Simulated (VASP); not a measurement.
# Ge3PdO4 (Im-3m) in VASP: further runs

Runs on Ge3PdO4. Level: PBE. Tasks: relaxation of cell and atoms, single point.

All numbers are computed with VASP 6.6.1; they aren't measurements. Logs are shortened: lines on timing, memory, paths and dates and some standing lists are left out, and cuts for length are marked.

## (1) The cell of the first run

The structure is cubic, space group Im-3m (No. 229). Conventional cell: a = 5.747 Å, b = 5.747 Å, c = 5.747 Å, α = 90.00°, β = 90.00°, γ = 90.00°. Within 3.3 Å of Ge (site symmetry 4/mmm) lie 8 O at 2.49 Å and 4 Ge at 2.87 Å and 2 Pd at 2.87 Å. Pd (site symmetry m-3m) has 8 O at 2.49 Å and 6 Ge at 2.87 Å within 3.3 Å. Within 3.3 Å of O (site symmetry -3m) lie 6 Ge at 2.49 Å and 2 Pd at 2.49 Å and 6 O at 2.87 Å.

The cell was built from a structure type or drawn by symmetry, and may not be a known phase.

## (2) Relaxation of cell and atoms, PBE

The input, INCAR:

```
SYSTEM = Ge3PdO4
ALGO     = Normal         ! electronic algorithm
EDIFF    = 1E-7           ! SCF threshold, eV
EDIFFG   = -0.01          ! ionic threshold
ENCUT    = 600            ! plane-wave cutoff, eV
GGA      = PE             ! functional
IBRION   = 2              ! ionic algorithm
ISIF     = 3              ! what is computed and relaxed
ISMEAR   = 0              ! smearing method
LASPH    = .TRUE.         ! aspherical terms in the spheres
LCHARG   = .FALSE.        ! write CHGCAR
LREAL    = .FALSE.        ! projectors in reciprocal space
LWAVE    = .FALSE.        ! write WAVECAR
NELM     = 60             ! most SCF steps
NSW      = 100            ! ionic steps
PREC     = Accurate       ! precision mode
SIGMA    = 0.1            ! smearing width, eV
```

The input, KPOINTS:

```
k-points
0
G
  10 10 10
  0 0 0
```

The input, POSCAR:

```
Ge3PdO4
1.0
   -2.8732681700      2.8732681700      2.8732681700
    2.8732681700     -2.8732681700      2.8732681700
    2.8732681700      2.8732681700     -2.8732681700
Ge Pd O
3 1 4
Direct
    0.0000000000      0.5000000000      0.5000000000
    0.5000000000      0.0000000000      0.5000000000
    0.5000000000      0.5000000000      0.0000000000
    0.0000000000      0.0000000000      0.0000000000
    0.5000000000      0.5000000000      0.5000000000
    0.0000000000      0.0000000000      0.5000000000
    0.0000000000      0.5000000000      0.0000000000
    0.5000000000      0.0000000000      0.0000000000
```

Potentials or basis: VASP PAW PBE potentials, release 64 (Ge_d, Pd, O).

The run is started by

```sh
$ cat potpaw_PBE.64/Ge_d/POTCAR potpaw_PBE.64/Pd/POTCAR potpaw_PBE.64/O/POTCAR > POTCAR
$ mpirun -np 1 vasp_std > vasp.out
```

OUTCAR:

```text
SYSTEM = Ge3PdO4
   EDIFF = 1E-7
   EDIFFG = -0.01
   ENCUT = 600
   GGA = PE
   IBRION = 2
   ISIF = 3
   ISMEAR = 0
   LASPH = .TRUE.
   LREAL = .FALSE.
   NELM = 60
   NSW = 100
   PREC = Accurate

 ion  position               nearest neighbor table
   1  0.000  0.500  0.500-   2 2.87   3 2.87   4 2.87   4 2.87   3 2.87   2 2.87
   2  0.500  0.000  0.500-   1 2.87   3 2.87   4 2.87   3 2.87   4 2.87   1 2.87
   3  0.500  0.500  0.000-   1 2.87   2 2.87   4 2.87   2 2.87   1 2.87   4 2.87
   4  0.000  0.000  0.000-   5 2.49   6 2.49   7 2.49   8 2.49   6 2.49   7 2.49   8 2.49   5 2.49
                             3 2.87   1 2.87   1 2.87   2 2.87   3 2.87   2 2.87
   5  0.500  0.500  0.500-   4 2.49   4 2.49
   6  0.000  0.000  0.500-   4 2.49   4 2.49
   7  0.000  0.500  0.000-   4 2.49   4 2.49
   8  0.500  0.000  0.000-   4 2.49   4 2.49

  LATTYP: Found a body centered cubic cell.
 ALAT       =     5.7465363400

  Lattice vectors:

 A1 = (  -2.8732681700,   2.8732681700,   2.8732681700)
 A2 = (   2.8732681700,  -2.8732681700,   2.8732681700)
 A3 = (   2.8732681700,   2.8732681700,  -2.8732681700)

Analysis of symmetry for initial positions (statically):
=====================================================================
 Subroutine PRICEL returns:
 Original cell was already a primitive cell.

 Routine SETGRP: Setting up the symmetry group for a
 body centered cubic supercell.

 Subroutine GETGRP returns: Found 48 space group operations
 (whereof 48 operations were pure point group operations)
 out of a pool of 48 trial point group operations.

The static configuration has the point symmetry O_h .

Analysis of symmetry for dynamics (positions and initial velocities):
=====================================================================
 Subroutine PRICEL returns:
 Original cell was already a primitive cell.

 Routine SETGRP: Setting up the symmetry group for a
 body centered cubic supercell.

 Subroutine GETGRP returns: Found 48 space group operations
 (whereof 48 operations were pure point group operations)
 out of a pool of 48 trial point group operations.

The dynamic configuration has the point symmetry O_h .

 Subroutine INISYM returns: Found 48 space group operations
 (whereof 48 operations are pure point group operations),
 and found     1 'primitive' translations

----------------------------------------------------------------------------------------

                                     Primitive cell

  volume of cell :      94.8830

  direct lattice vectors                    reciprocal lattice vectors
    -2.873268170  2.873268170  2.873268170     0.000000000  0.174017868  0.174017868
     2.873268170 -2.873268170  2.873268170     0.174017868  0.000000000  0.174017868
     2.873268170  2.873268170 -2.873268170     0.174017868  0.174017868  0.000000000

  length of vectors
     4.976646454  4.976646454  4.976646454     0.246098428  0.246098428  0.246098428

  position of ions in fractional coordinates (direct lattice)
     0.000000000  0.500000000  0.500000000
     0.500000000  0.000000000  0.500000000
     0.500000000  0.500000000  0.000000000
     0.000000000  0.000000000  0.000000000
     0.500000000  0.500000000  0.500000000
     0.000000000  0.000000000  0.500000000
     0.000000000  0.500000000  0.000000000
     0.500000000  0.000000000  0.000000000

  ion indices of the primitive-cell ions
   primitive index   ion index
                 1           1
                 2           2
                 3           3
                 4           4
                 5           5
                 6           6
                 7           7
                 8           8

----------------------------------------------------------------------------------------

 KPOINTS: k-points

Automatic generation of k-mesh.
 Grid dimensions read from file:
 generate k-points for:   10   10   10

 Generating k-lattice:

  Cartesian coordinates                     Fractional coordinates (reciprocal lattice)
     0.000000000  0.017401787  0.017401787     0.100000000  0.000000000  0.000000000
     0.017401787  0.000000000  0.017401787     0.000000000  0.100000000  0.000000000
     0.017401787  0.017401787  0.000000000     0.000000000  0.000000000  0.100000000

  Length of vectors
     0.024609843  0.024609843  0.024609843

  Shift w.r.t. Gamma in fractional coordinates (k-lattice)
     0.000000000  0.000000000  0.000000000

 Subroutine IBZKPT returns following result:
 ===========================================

 Found     47 irreducible k-points:

 Following reciprocal coordinates:
            Coordinates               Weight
  0.000000  0.000000  0.000000      1.000000
  0.100000  0.000000  0.000000     12.000000
  0.200000  0.000000  0.000000     12.000000
  0.300000  0.000000  0.000000     12.000000
  0.400000  0.000000  0.000000     12.000000
  0.500000  0.000000  0.000000      6.000000
[... 16 lines left out ...]
  0.300000  0.300000  0.100000      8.000000
 -0.300000  0.300000  0.100000     24.000000
 [... further k-points ...]
   k-points           NKPTS =     47   k-points in BZ     NKDIM =     47   number of bands    NBANDS=     45
   number of dos      NEDOS =    301   number of ions     NIONS =      8
   total plane-waves  NPLWV =  64000
   dimension x,y,z NGX =    40 NGY =   40 NGZ =   40
   dimension x,y,z NGXF=    80 NGYF=   80 NGZF=   80
   ions per type =               3   1   4
   NGX,Y,Z   is equivalent  to a cutoff of  13.36, 13.36, 13.36 a.u.
   NGXF,Y,Z  is equivalent  to a cutoff of  26.72, 26.72, 26.72 a.u.
 SYSTEM =  Ge3PdO4
   PREC   = accura    normal or accurate (medium, high low for compatibility)
   ISTART =      0    job   : 0-new  1-cont  2-samecut
   ICHARG =      2    charge: 1-file 2-atom 10-const
   ISPIN  =      1    spin polarized calculation?
   LNONCOLLINEAR =      F non collinear calculations
   LSORBIT =      F    spin-orbit coupling
   LASPH  =      T    aspherical Exc in radial PAW
   ENCUT  =  600.0 eV  44.10 Ry    6.64 a.u.   9.94  9.94  9.94*2*pi/ulx,y,z
   NELM   =     60;   NELMIN=  2; NELMDL= -5     # of ELM steps
   EDIFF  = 0.1E-06   stopping-criterion for ELM
   LREAL  =      F    real-space projection
   EDIFFG = -.1E-01   stopping-criterion for IOM
   NSW    =    100    number of steps for IOM
   IBRION =      2    ionic relax: 0-MD 1-quasi-New 2-CG
   NFREE  =      1    steps in history (QN), initial steepest desc. (CG)
   ISIF   =      3    stress and relaxation
   ISYM   =      2    0-nonsym 1-usesym 2-fastsym
   POTIM  = 0.5000    time-step for ionic-motion
   TEBEG  =    0.0;   TEEND  =   0.0 temperature during run
   PSTRESS=    0.0 pullay stress
   NELECT =      76.0000    total number of electrons
   NUPDOWN=      -1.0000    fix difference up-down
   EMIN   =  10.00;   EMAX   =-10.00  energy-range for DOS
   EFERMI =   0.00;   METHOD = LEGACY
   ISMEAR =     0;   SIGMA  =   0.10  broadening in eV -4-tet -1-fermi 0-gaus
   EFERMI_NEDOS =   21; number of points for ismear=-14 and -15
   IALGO  =     38    algorithm
   IMIX   =      4    mixing-type and parameters
     AMIX     =   0.40;   BMIX     =  1.00
     AMIX_MAG =   1.60;   BMIX_MAG =  1.00
  volume/ion in A,a.u.               =      11.86        80.04
  Fermi-wavevector in a.u.,A,eV,Ry     =   1.520372  2.873087 31.450290  2.311531
  Thomas-Fermi vector in A             =   2.629232
   LORBIT       =      0    0 simple, 1 ext, 2 COOP (PROOUT), +10 PAW based schemes
   GGA     = PE    functional components
   LHFCALC =     F    Hartree Fock is set to
   AEXX    =    0.0000 exact exchange contribution
   IVDW    =     0    specifies the selected vdW correction
   LEPSILON=     F    determine dielectric tensor
   LRPA    =     F    only Hartree local field effects (RPA)
 conjugate gradient relaxation of ions
 non-spin polarized calculation
 Gauss-broadening in eV      SIGMA  =   0.10
  energy-cutoff  :      600.00
  volume of cell :       94.88
 maximum number of plane-waves:      3252
   NGX = 19   NGY = 19   NGZ = 19

--------------------------------------- Ionic step        1  -------------------------------------------

 number of electron      76.0000007 magnetization

 Free energy of the ion-electron system (eV)
  ---------------------------------------------------
  ext. energy  EPLUGINS =         0.00000000
  ---------------------------------------------------
  free energy    TOTEN  =       -40.07291053 eV

  energy without entropy =      -40.05807444  energy(sigma->0) =      -40.06549248

------------------------ aborting loop because EDIFF is reached ----------------------------------------

  FORCE on cell =-STRESS in cart. coord.  units (eV):
  Direction    XX          YY          ZZ          XY          YZ          ZX
  --------------------------------------------------------------------------------------
  -------------------------------------------------------------------------------------
  Total        0.3186631      0.3186631      0.3186631      0.0000000     -0.0000000      0.0000000
  in kB        5.3808863      5.3808863      5.3808863      0.0000000     -0.0000000      0.0000000
  external PRESSURE =       5.3808863 kB  Pullay stress =       0.0000000 kB
[... 69 lines left out ...]
  energy  without entropy=      -40.0585309074  energy(sigma->0) =      -40.06598676

--------------------------------------- Ionic step        3  -------------------------------------------

 number of electron      76.0000015 magnetization

 Free energy of the ion-electron system (eV)
  ---------------------------------------------------
  ext. energy  EPLUGINS =         0.00000000
  ---------------------------------------------------
  free energy    TOTEN  =       -40.07355439 eV

  energy without entropy =      -40.05866809  energy(sigma->0) =      -40.06611124

 E-fermi :   6.4646     XC(G=0): -12.1037

 val. band max:        6.4017536567   @ k =  -0.4000  -0.4000   0.2000
 cond. band min:       6.4730490928   @ k =   0.2000   0.2000   0.2000
 fundamental gap:      0.0712954360
 Fermi energy:         6.4645653540

 k-point     1 :       0.0000    0.0000    0.0000
  band No.  band energies     occupation
      1     -18.0992      2.00000
      2     -18.0992      2.00000
      3     -18.0569      2.00000
      4     -18.0569      2.00000
      5     -18.0569      2.00000
      6     -18.0352      2.00000
[... 1141 lines left out ...]
     44      10.9554      0.00000
     45      11.4091      0.00000

 [... further k-points ...]

------------------------ aborting loop because EDIFF is reached ----------------------------------------

  FORCE on cell =-STRESS in cart. coord.  units (eV):
  Direction    XX          YY          ZZ          XY          YZ          ZX
  --------------------------------------------------------------------------------------
  -------------------------------------------------------------------------------------
  Total        0.0009993      0.0009993      0.0009993      0.0000000      0.0000000      0.0000000
  in kB        0.0168064      0.0168064      0.0168064      0.0000000      0.0000000      0.0000000
  external PRESSURE =       0.0168064 kB  Pullay stress =       0.0000000 kB
[... 23 lines left out ...]
  FREE ENERGIE OF THE ION-ELECTRON SYSTEM (eV)
  ---------------------------------------------------
  free  energy   TOTEN  =       -40.0735543883 eV

  energy  without entropy=      -40.0586680934  energy(sigma->0) =      -40.06611124

 reached required accuracy - stopping structural energy minimisation
```

It took 4.6 min on 1 thread of Intel Xeon 6975P-C (Granite Rapids), shared host; peak memory 0.39 GiB.

What came out:

| Property | Result |
| --- | --- |
| Free energy | -40.0736 eV |
| Relaxed volume | 11.91 Å³/atom |
| Relaxed cell | a = 4.983 Å, b = 4.983 Å, c = 4.983 Å, α = 109.47°, β = 109.47°, γ = 109.47° |
| Space group after relaxing (to 0.1 Å) | Im-3m (No. 229) |
| Energy gained by relaxing | 0.1 meV/atom |
| Ionic steps | 3 |
| Pressure after relaxing | 0.0 GPa |
| Band gap on the k mesh | zero (bands 38 and 39 overlap by 1.82 eV) |

Step by step:
| step | energy change (eV) | largest force (eV/Å) | pressure (GPa) | volume (Å³) |
| --- | --- | --- | --- | --- |
| 1 | 0.0000 | 0.0000 | 0.54 | 94.88 |
| 2 | -0.0005 | 0.0000 | -0.22 | 95.43 |
| 3 | -0.0006 | 0.0000 | 0.00 | 95.27 |

Final structure:
```cif
data_structure
_symmetry_space_group_name_H-M 'P 1'
_symmetry_Int_Tables_number 1
_cell_length_a 4.9834
_cell_length_b 4.9834
_cell_length_c 4.9834
_cell_angle_alpha 109.471
_cell_angle_beta 109.471
_cell_angle_gamma 109.471
_cell_volume 95.27
loop_
_atom_site_label
_atom_site_type_symbol
_atom_site_fract_x
_atom_site_fract_y
_atom_site_fract_z
_atom_site_occupancy
Ge1 Ge 0.00000 0.50000 0.50000 1
Ge2 Ge 0.50000 0.00000 0.50000 1
Ge3 Ge 0.50000 0.50000 0.00000 1
Pd1 Pd 0.00000 0.00000 0.00000 1
O1 O 0.50000 0.50000 0.50000 1
O2 O 0.00000 0.00000 0.50000 1
O3 O 0.00000 0.50000 0.00000 1
O4 O 0.50000 0.00000 0.00000 1
```

Levels at points of the mesh, in eV from the Fermi level:
```csv
k point,band 36,band 37,band 38,band 39,band 40,band 41
"(0.00, 0.00, 0.00)",-1.60,-1.32,-1.27,-1.27,3.08,4.43
"(0.50, 0.00, 0.00)",-1.37,-0.64,-0.26,0.53,2.74,2.87
"(0.50, 0.50, 0.50)",-0.21,-0.21,0.55,0.55,0.55,0.84
```

(Continued in part 2 of 2.)
